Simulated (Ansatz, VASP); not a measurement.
## One calculation of NaGeCl3, two programs

```
Na Ge Cl
1.0
     5.32754    0.00000    0.00000
     0.00000    5.32754    0.00000
     0.00000    0.00000    5.32754
Na Ge Cl
1 1 3
Direct
  0.00000 0.00000 0.00000
  0.50000 0.50000 0.50000
  0.50000 0.50000 0.00000
  0.50000 0.00000 0.50000
  0.00000 0.50000 0.50000
```

Alike in both runs: task single point; functional PBE; k mesh 4 × 4 × 4; no spin polarisation.

|  | VASP | Ansatz |
| --- | --- | --- |
| version | VASP 6.6.1 | Ansatz 0.2.0 |
| potentials or method | VASP PAW PBE potentials, release 64 (Na_pv, Ge_d, Cl) | plane waves, PAW |
| plane-wave cutoff (eV) | 520 | 420 |
| occupations | gaussian, width 0.01 eV | fixed |
| valence electrons in the cell | 42 | 44 |

```csv
,VASP,Ansatz,Ansatz less VASP
gap on the k mesh at the Fermi level (eV),1.07,1.06,-0.004
pressure (GPa),-1.2,-1.2,+0.04
```

VASP's potentials hold 42 valence electrons a cell and Ansatz's 44, so a difference there can come from the potentials and not from the codes.
